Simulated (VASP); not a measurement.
Set up this calculation in VASP 6.6.1, as the native input.

```
Task                   : single point
Functional             : PBE
Potentials or basis    : VASP PAW PBE potentials, release 64 (Si, B)
Cutoff                 : 520 eV
k mesh                 : 6 × 6 × 4
Occupations            : gaussian, width 0.1 eV
Spin                   : no spin polarisation
Dipole correction      : no
Further INCAR settings : ALGO = Normal; EDIFF = 1e-06; NBANDS = 18
```

The structure of Si4B lies in POSCAR:

```
Si4B
1.0
    5.0709172973      0.0000000000      0.0000000000
   -2.5354586486      4.3915431999      0.0000000000
    0.0000000000      0.0000000000      3.8739699387
Si B
4 1
Direct
    0.5000000000      0.0000000000      0.0000000000
    0.0000000000      0.5000000000      0.0000000000
    0.5000000000      0.5000000000      0.0000000000
    0.0000000000      0.0000000000      0.0000000000
    0.0000000000      0.0000000000      0.5000000000
```

The input as run:

INCAR

```
PREC = Accurate ; ENCUT = 520
EDIFF = 1E-6 ; ISMEAR = 0
SIGMA = 0.1 ; LREAL = False
LASPH = True ; NELM = 80
ALGO = Normal ; ISIF = 2
LWAVE = False ; LCHARG = False
GGA = PE ; NBANDS = 18
```

KPOINTS

```
regular mesh
0
Gamma
  6 6 4
```

Potentials or basis: VASP PAW PBE potentials, release 64 (Si, B).

The run is started by

```console
$ cat potpaw_PBE.64/Si/POTCAR potpaw_PBE.64/B/POTCAR > POTCAR
$ mpirun -np 1 vasp_std > vasp.out
```

It gave:

```json
{"Pressure": "0.1 GPa"}
```

Caveat: the k points lie up to 0.41 Å⁻¹ apart.

Wall time 60 s on 1 thread of Oxide Virtual Turin-like Processor (shared host), peak memory 0.17 GiB.
